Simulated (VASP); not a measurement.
# CdCo2Se3 (P6/mmm) in VASP: single point with PBE

Aim: the single point of CdCo2Se3 with PBE.

Program: VASP 6.6.1. These are calculated values, not measurements. Logs are shortened: lines on timing, memory, paths and dates and some standing lists are left out, and cuts for length are marked.

### Step 1. The cell of the first run

Symmetry: P6/mmm, No. 191, hexagonal system. The conventional cell has a = 6.806 Å, b = 6.806 Å, c = 2.924 Å, α = 90.00°, β = 90.00°, γ = 120.00°. Cd (site symmetry 6/mmm) has 2 Cd at 2.92 Å and 12 Se at 3.70 Å and 6 Co at 3.93 Å within 4.0 Å. Within 3.2 Å of Co (site symmetry -6m2) lie 6 Se at 2.45 Å and 2 Co at 2.92 Å. Se (site symmetry mmm) has 4 Co at 2.45 Å and 2 Se at 2.92 Å within 3.2 Å.

### Step 2. Single point, PBE

POSCAR

```
CdCo2Se3
1.0
    6.8063001243      0.0000000000      0.0000000000
   -3.4031500621      5.8944288134      0.0000000000
    0.0000000000      0.0000000000      2.9241657802
Cd Co Se
1 2 3
Direct
    0.0000000000      0.0000000000      0.5000000000
    0.6666666667      0.3333333333      0.5000000000
    0.3333333333      0.6666666667      0.5000000000
    0.0000000000      0.5000000000      0.0000000000
    0.5000000000      0.5000000000      0.0000000000
    0.5000000000      0.0000000000      0.0000000000
```

INCAR.step1

```
PREC = Accurate
ENCUT = 520
EDIFF = 1E-7
ISMEAR = 0
SIGMA = 0.1
LREAL = False
LASPH = True
NELM = 100
ALGO = Normal
ISIF = 2
LWAVE = False
LCHARG = True
LMAXMIX = 4
GGA = PE
NBANDS = 33
```

KPOINTS.step1

```
Automatic mesh
0
Gamma
  6 6 12
```

INCAR.step2

```
PREC = Accurate
ENCUT = 520
EDIFF = 1E-7
ISMEAR = -5
SIGMA = 0.1
LREAL = False
LASPH = True
NELM = 100
ALGO = Normal
ISIF = 2
LWAVE = False
LCHARG = False
LMAXMIX = 4
GGA = PE
LORBIT = 11
NBANDS = 33
NEDOS = 1001
ICHARG = 11
```

KPOINTS.step2

```
Automatic mesh
0
Gamma
  9 9 18
```

Potentials or basis: VASP PAW PBE potentials, release 64 (Cd, Co, Se).

The run is started by

```
cat potpaw_PBE.64/Cd/POTCAR potpaw_PBE.64/Co/POTCAR potpaw_PBE.64/Se/POTCAR > POTCAR
cp INCAR.step1 INCAR
cp KPOINTS.step1 KPOINTS
mpirun -np 1 vasp_std > vasp.out
cp INCAR.step2 INCAR
cp KPOINTS.step2 KPOINTS
mpirun -np 1 vasp_std > vasp.out
```

OUTCAR:

```text
PREC = Accurate
   ENCUT = 520
   EDIFF = 1E-7
   ISMEAR = -5
   LREAL = False
   LASPH = True
   NELM = 100
   ISIF = 2
   GGA = PE
   LORBIT = 11
   ICHARG = 11

 ion  position               nearest neighbor table
   1  0.000  0.000  0.500-
   2  0.667  0.333  0.500-   6 2.45   6 2.45   4 2.45   4 2.45   5 2.45   5 2.45
   3  0.333  0.667  0.500-   6 2.45   6 2.45   4 2.45   4 2.45   5 2.45   5 2.45
   4  0.000  0.500  0.000-   2 2.45   3 2.45   2 2.45   3 2.45
   5  0.500  0.500  0.000-   2 2.45   3 2.45   2 2.45   3 2.45
   6  0.500  0.000  0.000-   2 2.45   3 2.45   2 2.45   3 2.45

  LATTYP: Found a hexagonal cell.
 ALAT       =     6.8063001243
 C/A-ratio  =     0.4296263354

  Lattice vectors:

 A1 = (   6.8063001243,   0.0000000000,   0.0000000000)
 A2 = (  -3.4031500621,   5.8944288134,   0.0000000000)
 A3 = (   0.0000000000,   0.0000000000,   2.9241657802)

Analysis of symmetry for initial positions (statically):
=====================================================================
 Subroutine PRICEL returns:
 Original cell was already a primitive cell.

 Routine SETGRP: Setting up the symmetry group for a
 hexagonal supercell.

 Subroutine GETGRP returns: Found 24 space group operations
 (whereof 24 operations were pure point group operations)
 out of a pool of 24 trial point group operations.

The static configuration has the point symmetry D_6h.

Analysis of symmetry for dynamics (positions and initial velocities):
=====================================================================
 Subroutine PRICEL returns:
 Original cell was already a primitive cell.

 Routine SETGRP: Setting up the symmetry group for a
 hexagonal supercell.

 Subroutine GETGRP returns: Found 24 space group operations
 (whereof 24 operations were pure point group operations)
 out of a pool of 24 trial point group operations.

The dynamic configuration has the point symmetry D_6h.

 Subroutine INISYM returns: Found 24 space group operations
 (whereof 24 operations are pure point group operations),
 and found     1 'primitive' translations

----------------------------------------------------------------------------------------

                                     Primitive cell

  volume of cell :     117.3153

  direct lattice vectors                    reciprocal lattice vectors
     6.806300124  0.000000000  0.000000000     0.146922701  0.084825861  0.000000000
    -3.403150062  5.894428813  0.000000000     0.000000000  0.169651722  0.000000000
     0.000000000  0.000000000  2.924165780     0.000000000  0.000000000  0.341977875

  length of vectors
     6.806300124  6.806300124  2.924165780     0.169651722  0.169651722  0.341977875

  position of ions in fractional coordinates (direct lattice)
     0.000000000  0.000000000  0.500000000
     0.666666667  0.333333333  0.500000000
     0.333333333  0.666666667  0.500000000
     0.000000000  0.500000000  0.000000000
     0.500000000  0.500000000  0.000000000
     0.500000000  0.000000000  0.000000000

  ion indices of the primitive-cell ions
   primitive index   ion index
                 1           1
                 2           2
                 3           3
                 4           4
                 5           5
                 6           6

----------------------------------------------------------------------------------------

 KPOINTS: Automatic mesh

Automatic generation of k-mesh.
 Grid dimensions read from file:
 generate k-points for:    9    9   18

 Generating k-lattice:

  Cartesian coordinates                     Fractional coordinates (reciprocal lattice)
     0.016324745  0.009425096  0.000000000     0.111111111 -0.000000000  0.000000000
     0.000000000  0.018850191  0.000000000     0.000000000  0.111111111  0.000000000
     0.000000000  0.000000000  0.018998771     0.000000000  0.000000000  0.055555556

  Length of vectors
     0.018850191  0.018850191  0.018998771

  Shift w.r.t. Gamma in fractional coordinates (k-lattice)
     0.000000000  0.000000000  0.000000000

 TETIRR: Found   1476 inequivalent tetrahedra from     8748

 Subroutine IBZKPT returns following result:
 ===========================================

 Found    120 irreducible k-points:

 Following reciprocal coordinates:
            Coordinates               Weight
  0.000000  0.000000  0.000000      1.000000
  0.111111  0.000000  0.000000      6.000000
  0.222222  0.000000  0.000000      6.000000
  0.333333  0.000000  0.000000      6.000000
  0.444444  0.000000  0.000000      6.000000
  0.111111  0.111111  0.000000      6.000000
[... 16 lines left out ...]
  0.333333  0.222222  0.055556     24.000000
  0.333333  0.333333  0.055556      4.000000
 [... further k-points ...]
   k-points           NKPTS =    120   k-points in BZ     NKDIM =    120   number of bands    NBANDS=     33
   number of dos      NEDOS =   1001   number of ions     NIONS =      6
   total plane-waves  NPLWV =  69984
   dimension x,y,z NGX =    54 NGY =   54 NGZ =   24
   dimension x,y,z NGXF=   108 NGYF=  108 NGZF=   48
   ions per type =               1   2   3
   NGX,Y,Z   is equivalent  to a cutoff of  13.19, 13.19, 13.64 a.u.
   NGXF,Y,Z  is equivalent  to a cutoff of  26.38, 26.38, 27.29 a.u.
 SYSTEM =  unknown system
   PREC   = accura    normal or accurate (medium, high low for compatibility)
   ISTART =      0    job   : 0-new  1-cont  2-samecut
   ICHARG =     11    charge: 1-file 2-atom 10-const
   ISPIN  =      1    spin polarized calculation?
   LNONCOLLINEAR =      F non collinear calculations
   LSORBIT =      F    spin-orbit coupling
   LASPH  =      T    aspherical Exc in radial PAW
   ENCUT  =  520.0 eV  38.22 Ry    6.18 a.u.  12.66 12.66  5.44*2*pi/ulx,y,z
   NELM   =    100;   NELMIN=  2; NELMDL=  0     # of ELM steps
   EDIFF  = 0.1E-06   stopping-criterion for ELM
   LREAL  =      F    real-space projection
   EDIFFG = 0.1E-05   stopping-criterion for IOM
   NSW    =      0    number of steps for IOM
   IBRION =     -1    ionic relax: 0-MD 1-quasi-New 2-CG
   NFREE  =      0    steps in history (QN), initial steepest desc. (CG)
   ISIF   =      2    stress and relaxation
   ISYM   =      2    0-nonsym 1-usesym 2-fastsym
   POTIM  = 0.5000    time-step for ionic-motion
   TEBEG  =    0.0;   TEEND  =   0.0 temperature during run
   PSTRESS=    0.0 pullay stress
   NELECT =      48.0000    total number of electrons
   NUPDOWN=      -1.0000    fix difference up-down
   EMIN   =  10.00;   EMAX   =-10.00  energy-range for DOS
   EFERMI =   0.00;   METHOD = LEGACY
   ISMEAR =    -5;   SIGMA  =   0.10  broadening in eV -4-tet -1-fermi 0-gaus
   EFERMI_NEDOS =   21; number of points for ismear=-14 and -15
   IALGO  =     38    algorithm
   IMIX   =      4    mixing-type and parameters
     AMIX     =   0.40;   BMIX     =  1.00
     AMIX_MAG =   1.60;   BMIX_MAG =  1.00
  volume/ion in A,a.u.               =      19.55       131.95
  Fermi-wavevector in a.u.,A,eV,Ry     =   1.215356  2.296691 20.097044  1.477091
  Thomas-Fermi vector in A             =   2.350746
   LORBIT       =     11    0 simple, 1 ext, 2 COOP (PROOUT), +10 PAW based schemes
   GGA     = PE    functional components
   LHFCALC =     F    Hartree Fock is set to
   AEXX    =    0.0000 exact exchange contribution
   IVDW    =     0    specifies the selected vdW correction
   LEPSILON=     F    determine dielectric tensor
   LRPA    =     F    only Hartree local field effects (RPA)
 non-spin polarized calculation
 Fermi weights with tetrahedron method with Bloechl corrections
  energy-cutoff  :      520.00
  volume of cell :      117.32
 maximum number of plane-waves:      3189
 NGX is ok and might be reduce to    54

 number of electron      48.0000016 magnetization

 Free energy of the ion-electron system (eV)
  ---------------------------------------------------
  ext. energy  EPLUGINS =         0.00000000
  ---------------------------------------------------
  free energy    TOTEN  =       -24.37329617 eV

  energy without entropy =      -24.37329617  energy(sigma->0) =      -24.37329617

 E-fermi :   4.7996     XC(G=0): -10.4578

 val. band max:        4.8296159385   @ k =   0.4444   0.1111   0.5000
 cond. band min:       4.7653243035   @ k =   0.0000   0.0000   0.2778
 fundamental gap:     -0.0642916350
 Fermi energy:         4.7996247322

 k-point     1 :       0.0000    0.0000    0.0000
  band No.  band energies     occupation
      1     -10.4142      2.00000
      2      -9.1400      2.00000
      3      -9.1398      2.00000
      4      -4.0600      2.00000
      5      -3.3226      2.00000
      6      -3.3226      2.00000
[... 25 lines left out ...]
     32      10.4024      0.00000
     33      10.4025      0.00000

 k-point     2 :       0.1111    0.0000    0.0000
  band No.  band energies     occupation
      1     -10.3875      2.00000
      2      -9.1865      2.00000
      3      -9.1406      2.00000
      4      -4.0600      2.00000
      5      -3.3287      2.00000
      6      -3.3263      2.00000
[... 25 lines left out ...]
     32      10.5831      0.00000
     33      10.7268      0.00000
[... 754 lines left out ...]
     32      12.0914      0.00000
     33      13.1364      0.00000

 k-point    24 :       0.3333    0.3333    0.0556
  band No.  band energies     occupation
      1      -9.8209      2.00000
      2      -9.8207      2.00000
      3      -9.1182      2.00000
      4      -4.0214      2.00000
      5      -3.3619      2.00000
      6      -3.3619      2.00000
[... 25 lines left out ...]
     32      11.6503      0.00000
     33      12.7102      0.00000

 [... further k-points ...]

------------------------ aborting loop because EDIFF is reached ----------------------------------------

  FORCE on cell =-STRESS in cart. coord.  units (eV):
  Direction    XX          YY          ZZ          XY          YZ          ZX
  --------------------------------------------------------------------------------------
  -------------------------------------------------------------------------------------
  Total       -0.6642276     -0.6642276     -0.3453353     -0.0000000     -0.0000000      0.0000000
  in kB       -9.0713656     -9.0713656     -4.7162495     -0.0000000     -0.0000000      0.0000000
  external PRESSURE =      -7.6196602 kB  Pullay stress =       0.0000000 kB

 VOLUME and BASIS-vectors are now :
 -----------------------------------------------------------------------------
  energy-cutoff  :      520.00
  volume of cell :      117.32
      direct lattice vectors                 reciprocal lattice vectors
     6.806300124  0.000000000  0.000000000     0.146922701  0.084825861  0.000000000
    -3.403150062  5.894428813  0.000000000     0.000000000  0.169651722  0.000000000
     0.000000000  0.000000000  2.924165780     0.000000000  0.000000000  0.341977875

 POSITION                                       TOTAL-FORCE (eV/Angst)
 -----------------------------------------------------------------------------------
      0.00000      0.00000      1.46208         0.000000      0.000000      0.000000
      3.40315      1.96481      1.46208         0.000000     -0.000000      0.000000
     -0.00000      3.92962      1.46208        -0.000000      0.000000      0.000000
     -1.70158      2.94721      0.00000         0.000000      0.000000      0.000000
      1.70158      2.94721      0.00000         0.000000      0.000000      0.000000
      3.40315      0.00000      0.00000         0.000000      0.000000      0.000000
 -----------------------------------------------------------------------------------
    total drift:                                0.000000     -0.000000      0.000000

  FREE ENERGIE OF THE ION-ELECTRON SYSTEM (eV)
  ---------------------------------------------------
  free  energy   TOTEN  =       -24.3732961656 eV

  energy  without entropy=      -24.3732961656  energy(sigma->0) =      -24.37329617

 total charge

# of ion       s       p       d       tot
------------------------------------------
    1        0.592   0.118   9.525  10.235
    2        0.366   0.372   7.459   8.198
    3        0.366   0.372   7.459   8.198
    4        1.490   2.231   0.077   3.798
    5        1.490   2.231   0.077   3.798
    6        1.490   2.231   0.077   3.798
--------------------------------------------------
tot          5.795   7.555  24.674  38.024
```

It took 5.2 min on 1 thread of Intel Xeon 6975P-C (Granite Rapids), shared host; peak memory 0.56 GiB.

What came out:

- Valence electrons inside the program's atomic spheres: Cd 10.23; Co 8.20; Se 3.80

Levels at points of the mesh, in eV from the Fermi level:
```csv
k point,band 21,band 22,band 23,band 24,band 25,band 26,band 27,band 28
"(0.00, 0.00, 0.00)",-1.29,-1.06,-1.06,0.73,0.73,0.89,3.15,3.15
"(0.00, 0.00, 0.50)",-0.84,-0.55,-0.55,-0.07,0.19,1.02,1.58,1.60
```

Caveat: the run has no spin polarisation, though such a crystal can be magnetic.
